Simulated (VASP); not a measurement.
The system is BaO.

```
CELL_PARAMETERS angstrom
0.00000 2.75000 2.75000
2.75000 0.00000 2.75000
2.75000 2.75000 0.00000
ATOMIC_POSITIONS crystal
Ba 0.00000 0.00000 0.00000
O 0.50000 0.50000 0.50000
```

- Program: VASP 6.6.1
- Task: relaxation of cell and atoms
- Functional: PBE
- Potentials or basis: VASP PAW PBE potentials, release 64 (Ba_sv, O)
- Cutoff: 600 eV
- k mesh: 8 × 8 × 8
- Occupations: gaussian, width 0.02 eV
- Spin: no spin polarisation

At the start: pressure 4.8 GPa; volume 20.80 Å³/atom.

Question: How do energy, volume and symmetry change on relaxing?

Answer: Over 3 steps the energy falls by 18.6 meV/atom and the volume is 22.11 Å³/atom (+6.3 %); space group Fm-3m (No. 225, to 0.05 Å).

The path:
```tsv
step	energy change (eV)	largest force (eV/Å)	pressure (GPa)	volume (Å³)
1	0.0000	0.0000	4.80	41.59
2	-0.0302	0.0000	-1.75	45.46
3	-0.0371	0.0000	0.01	44.22
```

Final structure:
```yaml
crystal:
  lattice:
    - [0.00000, 2.80666, 2.80666]
    - [2.80666, 0.00000, 2.80666]
    - [2.80666, 2.80666, 0.00000]
  atoms:
    - { symbol: Ba, position: [0.00000, 0.00000, 0.00000] }
    - { symbol: O, position: [0.50000, 0.50000, 0.50000] }
```
